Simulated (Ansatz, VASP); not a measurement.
# Two plane-wave programs on Ge

INCAR

```
PREC = Accurate
ENCUT = 520
EDIFF = 1E-6
ISMEAR = 0
SIGMA = 0.15
LREAL = F
LASPH = T
NELM = 100
ALGO = Fast
ISIF = 2
LWAVE = F
LCHARG = F
GGA = PS
NBANDS = 21
```

Contents of KPOINTS:

```
Automatic mesh
0
Gamma
  20 20 20
```

The input POSCAR:

```
Ge
1.0
   -2.4793301062      2.6352636375      1.4369470000
    2.4793301062     -2.6352636375      1.4369470000
    2.5124658938      2.6664623625     -1.4369470000
Ge
2
Direct
    0.1859430000      0.9359430000      0.2500000000
    0.8140570000      0.0640570000      0.7500000000
```

Input for Ansatz:

```yaml
crystal:
  lattice:
    - [-2.4793301062, 2.6352636375, 1.436947]
    - [2.4793301062, -2.6352636375, 1.436947]
    - [2.5124658938, 2.6664623625, -1.436947]
  atoms:
    - { symbol: Ge, position: [0.185943, 0.935943, 0.25] }
    - { symbol: Ge, position: [0.814057, 0.064057, 0.75] }
basis:
  ecutwfc: 420
kpoints:
  mp_grid: { grid: [20, 20, 20] }
hamiltonian:
  xc: pbesol
scf:
  occupations: { method: gaussian, width: 0.15 }
output:
  forces: true
  stress: true
  eigenvalues: true
  write_density: true
  write_potential: true
  elf: true
  volumetric_format: npy
```

Change from the starting cell: strain +0.0125 x Voigt [0, 0, 0, 0, 0, 1], atoms carried along.

Alike in both runs: task single point; functional PBEsol; k mesh 20 × 20 × 20; occupations gaussian, width 0.15 eV; no spin polarisation.

|  | VASP | Ansatz |
| --- | --- | --- |
| version | VASP 6.6.1 | Ansatz 0.2.0 |
| potentials or method | VASP PAW PBE potentials, release 64 (Ge_d), cutoff 520 eV | scalar-relativistic, plane waves, PAW |
| valence electrons in the cell | 28 | 28 |

Ansatz gave:

* gap on the k mesh at the Fermi level (eV): none
* pressure (GPa): -2.5
* traceless stress, the component that is largest in VASP (GPa): -0.58
* rms of the force components (eV/Å): 0.028

Question: Which values does VASP return?

Answer: gap on the k mesh at the Fermi level (eV): none; pressure (GPa): -2.4; traceless stress, the component that is largest in VASP (GPa): -0.59; rms of the force components (eV/Å): 0.028.

VASP's potentials were made for PBE, not for PBEsol. Atom by atom the forces differ by 0.000 eV/Å (rms over components). A gap of «none» marks a metal or a gap that the smearing closes.
